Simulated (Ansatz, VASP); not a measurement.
# HfO2: VASP beside Ansatz

INCAR

```
  PREC = Accurate
  ENCUT = 520
  EDIFF = 1E-6
  ISMEAR = 0
  SIGMA = 0.05
  LREAL = False
  LASPH = True
  NELM = 60
  ALGO = Normal
  ISIF = 2
  LWAVE = False
  LCHARG = True
  GGA = PE
  LELF = True
  LVHAR = True
  NBANDS = 18
```

KPOINTS

```
regular mesh
0
Gamma
  8 8 8
```

The input POSCAR:

```
HfO2
1.0
    0.0000000000      2.4469626787      2.5489194570
    2.4469626787      0.0000000000      2.5489194570
    2.4469626787      2.4469626787      0.0000000000
Hf O
1 2
Direct
    0.0000000000      0.0000000000      0.0000000000
    0.2500000000      0.2500000000      0.2500000000
    0.7500000000      0.7500000000      0.7500000000
```

Input for Ansatz:

```yaml
crystal:
  lattice:
    - [0.0, 2.4469626787, 2.548919457]
    - [2.4469626787, 0.0, 2.548919457]
    - [2.4469626787, 2.4469626787, 0.0]
  atoms:
    - { symbol: Hf, position: [0.0, 0.0, 0.0] }
    - { symbol: O, position: [0.25, 0.25, 0.25] }
    - { symbol: O, position: [0.75, 0.75, 0.75] }
basis:
  ecutwfc: 520.0
kpoints:
  mp_grid: { grid: [8, 8, 8] }
hamiltonian:
  xc: pbe
  pseudopotentials: { kind: paw, azcp: { folder: soft_1 } }
scf:
  occupations: { method: gaussian, width: 0.05 }
output:
  forces: true
  stress: true
  eigenvalues: true
  write_density: true
  write_potential: true
  elf: true
  volumetric_format: npy
```

Change from the starting cell: normal strain along x -0.0400, normal strain along y -0.0400.

Alike in both runs: task single point; functional PBE; k mesh 8 × 8 × 8; occupations gaussian, width 0.05 eV; no spin polarisation.

|  | VASP | Ansatz |
| --- | --- | --- |
| version | VASP 6.6.1 | Ansatz 0.2.0 |
| potentials or method | VASP PAW PBE potentials, release 64 (Hf_pv, O), cutoff 520 eV | scalar-relativistic, plane waves, PAW |
| valence electrons in the cell | 22 | 38 |

|  | VASP | Ansatz | Ansatz less VASP |
| --- | --- | --- | --- |
| gap on the k mesh at the Fermi level (eV) | 3.53 | 3.52 | -0.013 |
| least direct gap on the mesh (eV) | 3.73 | 3.70 | -0.027 |
| pressure (GPa) | 19.5 | 23.9 | +4.50 |
| traceless stress, the component that is largest in VASP (GPa) | -13.92 | -13.64 | +0.285 |

VASP's potentials hold 22 valence electrons a cell and Ansatz's 38, so a difference there can come from the potentials and not from the codes.

Spin-orbit coupling is off throughout.
